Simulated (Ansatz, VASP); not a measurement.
**WS2 in VASP and in Ansatz**

The input INCAR:

```
PREC = Accurate
ENCUT = 520
EDIFF = 1E-7
ISMEAR = 0
SIGMA = 0.05
LREAL = F
LASPH = T
NELM = 80
ALGO = Normal
ISIF = 2
LWAVE = F
LCHARG = F
GGA = PS
IVDW = 12
NBANDS = 20
```

The input KPOINTS:

```
regular mesh
0
Gamma
  12 12 12
```

The input POSCAR:

```
WS2
1.0
    1.6071000000      0.9278596176      5.4219666667
   -1.6071000000      0.9278596176      5.4219666667
    0.0000000000     -1.8557192352      5.4219666667
W S
1 2
Direct
    0.9993605138      0.9993605138      0.9993605138
    0.7554704513      0.7554704513      0.7554704513
    0.5764690349      0.5764690349      0.5764690349
```

Input for Ansatz:

```yaml
crystal:
  lattice:
    - [1.6071, 0.9278596176, 5.4219666667]
    - [-1.6071, 0.9278596176, 5.4219666667]
    - [0.0, -1.8557192352, 5.4219666667]
  atoms:
    - { symbol: W, position: [0.9993605138, 0.9993605138, 0.9993605138] }
    - { symbol: S, position: [0.7554704513, 0.7554704513, 0.7554704513] }
    - { symbol: S, position: [0.5764690349, 0.5764690349, 0.5764690349] }
basis:
  ecutwfc: 420
kpoints:
  mp_grid: { grid: [12, 12, 12] }
hamiltonian:
  xc: pbesol
  pseudopotentials: { kind: paw, azcp: { folder: soft_1 } }
  dispersion: d3bj
scf:
  occupations: { method: gaussian, width: 0.05 }
output:
  forces: true
  stress: true
  eigenvalues: true
```

Alike in both runs: task single point; functional PBEsol; dispersion D3(BJ); k mesh 12 × 12 × 12; occupations gaussian, width 0.05 eV; no spin polarisation.

|  | VASP | Ansatz |
| --- | --- | --- |
| version | VASP 6.6.1 | Ansatz 0.2.0 |
| potentials or method | VASP PAW PBE potentials, release 64 (W_sv, S), cutoff 520 eV | scalar-relativistic, plane waves, PAW |
| valence electrons in the cell | 26 | 26 |

Ansatz gave:

| Property | Result |
| --- | --- |
| gap on the k mesh at the Fermi level (eV) | none |
| pressure (GPa) | 4.7 |
| traceless stress, the component that is largest in VASP (GPa) | 13.92 |
| rms of the force components (eV/Å) | 0.727 |

Question: Estimate VASP's values.

Answer: gap on the k mesh at the Fermi level (eV): none; pressure (GPa): 4.9; traceless stress, the component that is largest in VASP (GPa): 13.99; rms of the force components (eV/Å): 0.733.

VASP's potentials were made for PBE, not for PBEsol, and Ansatz warns of the same on its side. Atom by atom the forces differ by 0.006 eV/Å (rms over components). A gap of «none» marks a metal or a gap that the smearing closes.

Neither program's run includes spin-orbit coupling.
